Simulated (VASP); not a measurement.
The system is Hf7S.

```
CELL_PARAMETERS angstrom
5.52919 0.00000 0.00000
0.00000 5.52919 0.00000
0.00000 0.00000 5.52919
ATOMIC_POSITIONS crystal
Hf 0.76730 0.50000 0.00000
Hf 0.23270 0.50000 0.00000
Hf 0.00000 0.76730 0.50000
Hf 0.00000 0.23270 0.50000
Hf 0.50000 0.00000 0.76730
Hf 0.50000 0.00000 0.23270
Hf 0.00000 0.00000 0.00000
S 0.50000 0.50000 0.50000
```

The cell was generated, and may not be a known phase.

| Item | Value |
| --- | --- |
| Program | VASP 6.6.1 |
| Task | relaxation of cell and atoms |
| Functional | PBE |
| Potentials or basis | VASP PAW PBE potentials, release 64 (Hf_pv, S) |
| Cutoff | 600 eV |
| k mesh | 3 × 3 × 3 |
| Occupations | gaussian, width 0.2 eV |
| Spin | no spin polarisation |

At the start: pressure 2.2 GPa; volume 21.13 Å³/atom.

Task: How do energy, volume and symmetry change on relaxing?

Result: Over 5 steps the energy falls by 48.5 meV/atom and the volume is 21.22 Å³/atom (+0.4 %); space group Pm-3 (No. 200, to 0.1 Å) before and after.

Step by step:
| step | energy change (eV) | largest force (eV/Å) | pressure (GPa) | volume (Å³) |
| --- | --- | --- | --- | --- |
| 1 | 0.0000 | 1.8618 | 2.19 | 169.04 |
| 2 | -0.2699 | 0.6251 | -3.72 | 176.21 |
| 3 | -0.3578 | 0.1532 | -2.01 | 173.76 |
| 4 | -0.3820 | 0.0998 | 0.85 | 168.07 |
| 5 | -0.3878 | 0.0210 | -0.05 | 169.78 |

Final structure:
```yaml
crystal:
  lattice:
    - [5.53731, 0.00000, 0.00000]
    - [0.00000, 5.53731, 0.00000]
    - [0.00000, 0.00000, 5.53731]
  atoms:
    - { symbol: Hf, position: [0.75466, 0.50000, 0.00000] }
    - { symbol: Hf, position: [0.24534, 0.50000, 0.00000] }
    - { symbol: Hf, position: [0.00000, 0.75466, 0.50000] }
    - { symbol: Hf, position: [0.00000, 0.24534, 0.50000] }
    - { symbol: Hf, position: [0.50000, 0.00000, 0.75466] }
    - { symbol: Hf, position: [0.50000, 0.00000, 0.24534] }
    - { symbol: Hf, position: [0.00000, 0.00000, 0.00000] }
    - { symbol: S, position: [0.50000, 0.50000, 0.50000] }
```

Caveat: the k points lie up to 0.38 Å⁻¹ apart in the final cell.
